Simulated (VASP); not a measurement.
# Mg3Sb2 (P-3m1) in VASP: further runs, part 2 of 2

VASP 6.6.1.

## Step 3: Single point, r2SCAN

This run uses another cell than the first one, of 26.19 Å³/atom.

Input file POSCAR:

```
Mg3Sb2
1.0
    4.5696659248      0.0000000000      0.0000000000
   -2.2848329624      3.9574467777      0.0000000000
    0.0000000000      0.0000000000      7.2399975018
Mg Sb
3 2
Direct
    0.3333333333      0.6666666667      0.6336571752
    0.6666666667      0.3333333333      0.3663428248
    0.0000000000      0.0000000000      0.0000000000
    0.3333333333      0.6666666667      0.2287531118
    0.6666666667      0.3333333333      0.7712468882
```

Input file INCAR.step1:

```
SYSTEM = Mg3Sb2
ALGO = Normal ; EDIFF = 1E-5
ENCUT = 660 ; GGA = PE
GGA_COMPAT = .FALSE. ; ISMEAR = -1
LASPH = .TRUE. ; LCHARG = .FALSE.
LREAL = .FALSE. ; LWAVE = .TRUE.
NBANDS = 16 ; NELM = 120
PREC = Accurate ; SIGMA = 0.02
```

Input file INCAR.step2:

```
SYSTEM = Mg3Sb2
ALGO = Normal ; EDIFF = 1E-6
ENCUT = 660 ; GGA_COMPAT = .FALSE.
ISIF = 2 ; ISMEAR = -1
ISTART = 1 ; LASPH = .TRUE.
LCHARG = .FALSE. ; LMIXTAU = .TRUE.
LREAL = .FALSE. ; LWAVE = .FALSE.
METAGGA = R2SCAN ; NBANDS = 16
NELM = 120 ; PREC = Accurate
SIGMA = 0.02
```

Input file KPOINTS:

```
k-points
0
G
  6 6 4
  0 0 0
```

Potentials or basis: VASP PAW PBE potentials, release 64 (Mg, Sb).

Command:

```sh
cat potpaw_PBE.64/Mg/POTCAR potpaw_PBE.64/Sb/POTCAR > POTCAR
cp INCAR.step1 INCAR
mpirun -np 1 vasp_std > vasp.out
cp INCAR.step2 INCAR
mpirun -np 1 vasp_std > vasp.out
```

OUTCAR:

```text
SYSTEM = Mg3Sb2
   EDIFF = 1E-6
   ENCUT = 660
   ISIF = 2
   ISMEAR = -1
   ISTART = 1
   LASPH = .TRUE.
   LREAL = .FALSE.
   METAGGA = R2SCAN
   NELM = 120
   PREC = Accurate

 ion  position               nearest neighbor table
   1  0.333  0.667  0.634-   5 2.82   5 2.82   5 2.82   4 2.93   2 3.27   2 3.27   2 3.27
   2  0.667  0.333  0.366-   4 2.82   4 2.82   4 2.82   5 2.93   1 3.27   1 3.27   1 3.27
   3  0.000  0.000  0.000-   4 3.12   5 3.12   5 3.12   4 3.12   5 3.12   4 3.12
   4  0.333  0.667  0.229-   2 2.82   2 2.82   2 2.82   1 2.93   3 3.12   3 3.12   3 3.12
   5  0.667  0.333  0.771-   1 2.82   1 2.82   1 2.82   2 2.93   3 3.12   3 3.12   3 3.12
[... 658 lines left out ...]
  -------------------------------------------------------------------------------------
  Total       -0.0163268     -0.0163268      0.0149369      0.0000000     -0.0000000      0.0000000
  in kB       -0.1997894     -0.1997894      0.1827819      0.0000000     -0.0000000      0.0000000
  external PRESSURE =      -0.0722657 kB  Pullay stress =       0.0000000 kB

 VOLUME and BASIS-vectors are now :
 -----------------------------------------------------------------------------
  energy-cutoff  :      660.00
  volume of cell :      130.93
      direct lattice vectors                 reciprocal lattice vectors
     4.569665925  0.000000000  0.000000000     0.218834378  0.126344087  0.000000000
    -2.284832962  3.957446778  0.000000000     0.000000000  0.252688174  0.000000000
     0.000000000  0.000000000  7.239997502     0.000000000  0.000000000  0.138121595

 POSITION                                       TOTAL-FORCE (eV/Angst)
 -----------------------------------------------------------------------------------
     -0.00000      2.63830      4.58768         0.000000     -0.000000     -0.002847
      2.28483      1.31915      2.65232        -0.000000      0.000000      0.002847
      0.00000      0.00000      0.00000        -0.000000      0.000000      0.000000
     -0.00000      2.63830      1.65617         0.000000     -0.000000     -0.016418
      2.28483      1.31915      5.58383        -0.000000      0.000000      0.016418
 -----------------------------------------------------------------------------------
    total drift:                                0.000000      0.000000     -0.000000

  FREE ENERGIE OF THE ION-ELECTRON SYSTEM (eV)
  ---------------------------------------------------
  free  energy   TOTEN  =       -66.2531648458 eV

  energy  without entropy=      -66.2531648367  energy(sigma->0) =      -66.25316484
```

OUTCAR.step1:

```text
SYSTEM = Mg3Sb2
   EDIFF = 1E-5
   ENCUT = 660
   GGA = PE
   ISMEAR = -1
   LASPH = .TRUE.
[... 686 lines left out ...]
      0.00000      0.00000      0.00000         0.000000      0.000000      0.000000
     -0.00000      2.63830      1.65617        -0.000000      0.000000     -0.176936
      2.28483      1.31915      5.58383         0.000000     -0.000000      0.176936
 -----------------------------------------------------------------------------------
    total drift:                               -0.000000      0.000000     -0.000000

  FREE ENERGIE OF THE ION-ELECTRON SYSTEM (eV)
  ---------------------------------------------------
  free  energy   TOTEN  =       -14.6240269556 eV

  energy  without entropy=      -14.6240126276  energy(sigma->0) =      -14.62401979
```

OSZICAR.step1:

```text
N       E                     dE             d eps       ncg     rms          rms(c)
DAV:   1     0.505915502259E+02    0.50592E+02   -0.58305E+03   768   0.918E+02
DAV:   2    -0.114796564889E+02   -0.62071E+02   -0.55760E+02  1000   0.120E+02
DAV:   3    -0.151710082173E+02   -0.36914E+01   -0.36450E+01  1032   0.311E+01
DAV:   4    -0.152176215131E+02   -0.46613E-01   -0.46600E-01   920   0.401E+00
DAV:   5    -0.152184535363E+02   -0.83202E-03   -0.83202E-03  1064   0.597E-01    0.442E+00
DAV:   6    -0.147268550606E+02    0.49160E+00   -0.51107E-01   936   0.287E+00    0.265E+00
DAV:   7    -0.146247165139E+02    0.10214E+00   -0.39305E-01  1000   0.257E+00    0.105E+00
DAV:   8    -0.146240727096E+02    0.64380E-03   -0.24354E-02   808   0.784E-01    0.101E-01
DAV:   9    -0.146239523699E+02    0.12034E-03   -0.55779E-04   904   0.151E-01    0.572E-02
DAV:  10    -0.146240072721E+02   -0.54902E-04   -0.69538E-05   944   0.438E-02    0.207E-02
DAV:  11    -0.146240264155E+02   -0.19143E-04   -0.33349E-05   872   0.270E-02    0.775E-03
DAV:  12    -0.146240269556E+02   -0.54001E-06   -0.51895E-06   632   0.105E-02
   1 F= -.14624027E+02 E0= -.14624020E+02  d E =-.143279E-04
```

Wall time 5.6 min (1 thread of Intel Xeon 8259CL, shared host); peak memory 0.38 GiB.

Results:

| Property | Result |
| --- | --- |
| Free energy | -66.2532 eV |
| Pressure | 0.0 GPa |
| Largest force | 0.016 eV/Å |
| Band gap on the k mesh | 0.56 eV (least direct gap 1.75 eV) |

Forces on the atoms (eV/Å):
```
Mg   0.000  0.000 -0.003
Mg   0.000  0.000  0.003
Mg   0.000  0.000  0.000
Sb   0.000  0.000 -0.016
Sb   0.000  0.000  0.016
```

Caveat: the PAW data sets were made with another functional, which shifts forces and pressure a little; spin-orbit coupling is left out, which moves the levels of the heavy elements.

## Step 4: Single point, r2SCAN

This run uses another cell than the first one, of 26.19 Å³/atom.

POSCAR is that of step 3.

Input file INCAR.step1:

```
ALGO     = Normal         # electronic algorithm
EDIFF    = 1E-5           # SCF threshold, eV
ENCUT    = 660            # plane-wave cutoff, eV
GGA      = PE             # functional
GGA_COMPAT= False        
ISMEAR   = 0              # smearing method
LASPH    = True           # aspherical terms in the spheres
LCHARG   = False          # write CHGCAR
LREAL    = False          # projectors in reciprocal space
LWAVE    = True           # write WAVECAR
NBANDS   = 16             # bands
NELM     = 120            # most SCF steps
PREC     = Accurate       # precision mode
SIGMA    = 0.01           # smearing width, eV
```

Input file INCAR.step2:

```
ALGO     = Normal         # electronic algorithm
EDIFF    = 1E-6           # SCF threshold, eV
ENCUT    = 660            # plane-wave cutoff, eV
GGA_COMPAT= False        
ISIF     = 2              # what is computed and relaxed
ISMEAR   = 0              # smearing method
ISTART   = 1            
LASPH    = True           # aspherical terms in the spheres
LCHARG   = True           # write CHGCAR
LELF     = True           # ELF
LMIXTAU  = True         
LREAL    = False          # projectors in reciprocal space
LVHAR    = True         
LWAVE    = False          # write WAVECAR
METAGGA  = R2SCAN         # meta-GGA
NBANDS   = 16             # bands
NELM     = 120            # most SCF steps
PREC     = Accurate       # precision mode
SIGMA    = 0.01           # smearing width, eV
```

Input file KPOINTS:

```
k-points
0
Gamma
  6 6 4
```

Command:

```sh
cat potpaw_PBE.64/Mg/POTCAR potpaw_PBE.64/Sb/POTCAR > POTCAR
cp INCAR.step1 INCAR
mpirun -np 1 vasp_std > vasp.out
cp INCAR.step2 INCAR
mpirun -np 1 vasp_std > vasp.out
```

Wall time 5.6 min (1 thread of Intel Xeon 8259CL, shared host); peak memory 0.38 GiB.

Results (log left out):

```yaml
Free_energy: -66.2532 eV
Pressure: 0.0 GPa
Largest_force: 0.016 eV/Å
Band_gap_on_the_k_mesh: 0.56 eV (least direct gap 1.75 eV)
```

Forces on the atoms (eV/Å):
```
Mg   0.000  0.000 -0.003
Mg   0.000  0.000  0.003
Mg   0.000  0.000  0.000
Sb   0.000  0.000 -0.016
Sb   0.000  0.000  0.016
```

Levels at points of the mesh, in eV from the valence-band top:
| k point | band 4 | band 5 | band 6 | band 7 | band 8 | band 9 | band 10 | band 11 | band 12 | band 13 |
| --- | --- | --- | --- | --- | --- | --- | --- | --- | --- | --- |
| (0.00, 0.00, 0.00) | -1.16 | -1.16 | -0.42 | -0.42 | 0.00 | 1.76 | 1.78 | 3.41 | 3.41 | 4.27 |
| (0.50, 0.00, 0.00) | -3.87 | -3.33 | -2.40 | -2.20 | -0.96 | 0.79 | 2.43 | 2.46 | 3.15 | 5.51 |
| (0.00, 0.00, 0.50) | -3.01 | -0.84 | -0.84 | -0.76 | -0.76 | 2.28 | 2.46 | 3.06 | 3.06 | 3.92 |
| (0.50, 0.00, 0.50) | -4.72 | -1.91 | -1.74 | -1.69 | -1.58 | 0.87 | 1.67 | 2.15 | 2.58 | 4.98 |

Caveat: the PAW data sets were made with another functional, which shifts forces and pressure a little; spin-orbit coupling is left out, which moves the levels of the heavy elements. A k mesh can miss the band edges.

## Step 5: The runs side by side

```csv
level,cell,cutoff (eV),smearing,gap on the mesh (eV),pressure (GPa),largest force (eV/Å)
PBE,"a = 4.598, b = 4.598, c = 7.263 Å, angles 90.0, 90.0, 120.0°, 5 atoms, atomic positions A",600,fermi-dirac 0.02 eV,0.25,0.0,0.01
r2SCAN,"a = 4.570, b = 4.570, c = 7.240 Å, angles 90.0, 90.0, 120.0°, 5 atoms, atomic positions B",660,fermi-dirac 0.02 eV,0.56,0.0,0.02
r2SCAN,"a = 4.570, b = 4.570, c = 7.240 Å, angles 90.0, 90.0, 120.0°, 5 atoms, atomic positions B",660,gaussian 0.01 eV,0.56,0.0,0.02
```

Alike in all rows: task single point; potentials or basis VASP PAW PBE potentials, release 64 (Mg, Sb); no spin polarisation; k mesh 6 × 6 × 4.

Caveats: spin-orbit coupling is left out, which moves the levels of the heavy elements; the PAW data sets were made with another functional, which shifts forces and pressure a little (at least some runs).

Total energies depend on the potentials used, so only differences within one code and one set of settings carry meaning.
